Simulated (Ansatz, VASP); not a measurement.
# Two plane-wave programs on KAsSe6

The input INCAR:

```
PREC     = Accurate       # precision mode
ENCUT    = 520            # plane-wave cutoff, eV
EDIFF    = 1E-7           # SCF threshold, eV
ISMEAR   = 1              # smearing method
SIGMA    = 0.0252         # smearing width, eV
LREAL    = F              # projectors in reciprocal space
LASPH    = T              # aspherical terms in the spheres
NELM     = 60             # most SCF steps
ALGO     = Normal         # electronic algorithm
ISIF     = 2              # what is computed and relaxed
LWAVE    = F              # write WAVECAR
LCHARG   = F              # write CHGCAR
GGA      = PE             # functional
NBANDS   = 35             # bands
```

File KPOINTS:

```
regular mesh
0
Gamma
  5 5 5
```

Contents of POSCAR:

```
KAsSe6
1.0
    4.4637730000      2.5771610000      2.9284950000
   -4.4637730000      2.5771610000      2.9284950000
    0.0000000000     -5.1543220000      2.9284950000
Se As K
6 1 1
Direct
    0.2690000000      0.2690000000      0.9180000000
    0.9180000000      0.2690000000      0.2690000000
    0.2690000000      0.9180000000      0.2690000000
    0.7310000000      0.7310000000      0.0820000000
    0.0820000000      0.7310000000      0.7310000000
    0.7310000000      0.0820000000      0.7310000000
    0.0000000000      0.0000000000      0.0000000000
    0.5000000000      0.5000000000      0.5000000000
```

Input for Ansatz:

```yaml
crystal:
  lattice:
    - [4.463773, 2.577161, 2.928495]
    - [-4.463773, 2.577161, 2.928495]
    - [0.0, -5.154322, 2.928495]
  atoms:
    - { symbol: Se, position: [0.269, 0.269, 0.918] }
    - { symbol: Se, position: [0.918, 0.269, 0.269] }
    - { symbol: Se, position: [0.269, 0.918, 0.269] }
    - { symbol: Se, position: [0.731, 0.731, 0.082] }
    - { symbol: Se, position: [0.082, 0.731, 0.731] }
    - { symbol: Se, position: [0.731, 0.082, 0.731] }
    - { symbol: As, position: [0.0, 0.0, 0.0] }
    - { symbol: K, position: [0.5, 0.5, 0.5] }
  symmetry: { tolerance: 0.0003 }
kpoints:
  mp_grid: { grid: [5, 5, 5], shift: [0, 0, 0] }
  band_path:
    path:
      - [0.0, 0.0, 0.0]
      - [0.5, 0.0, 0.0]
      - [0.5, -0.5, 0.5]
      - [0.38187283, -0.61812717, 0.38187283]
      - [0.38187283, 0.38187283, 0.38187283]
      - [0.0, 0.0, 0.0]
      - [0.5, -0.5, 0.0]
    npoints: 10
magnetization:
  spin_polarized: false
scf:
  occupations: { method: cold, width: 0.0252 }
  lower_state_search: "off"
  max_iter: 200
hamiltonian:
  pseudopotentials: { kind: paw }
  xc: pbe
basis:
  ecutwfc: 420
  fft_grid_basis: typed
output:
  forces: true
  stress: true
  eigenvalues: true
  bader: true
  populations: true
  elf: true
  write_potential: true
  volumetric_format: npy
  dos:
    e_range: [-12, 8]
    de: 0.05
    projected: { site_lists: { As: [As], K: [K], Se: [Se] } }
checkpoint:
  read: saved_state
```

Alike in both runs: task single point; functional PBE; k mesh 5 × 5 × 5; no spin polarisation.

|  | VASP | Ansatz |
| --- | --- | --- |
| version | VASP 6.6.1 | Ansatz 0.2.0 |
| potentials or method | VASP PAW PBE potentials, release 64 (Se, As, K_sv), cutoff 520 eV | PAW plane waves |
| occupations | methfessel-paxton of order 1, width 0.0252 eV | cold, width 0.0252 eV |
| valence electrons in the cell | 50 | 120 |

```tsv
	VASP	Ansatz	Ansatz less VASP
pressure (GPa)	10.9	10.5	-0.35
traceless stress, the component that is largest in VASP (GPa)	3.41	3.42	+0.008
rms of the force components (eV/Å)	1.607	1.565	-0.0416
```

Atom by atom the forces differ by 0.042 eV/Å (rms over components). VASP's potentials hold 50 valence electrons a cell and Ansatz's 120, so a difference there can come from the potentials and not from the codes.
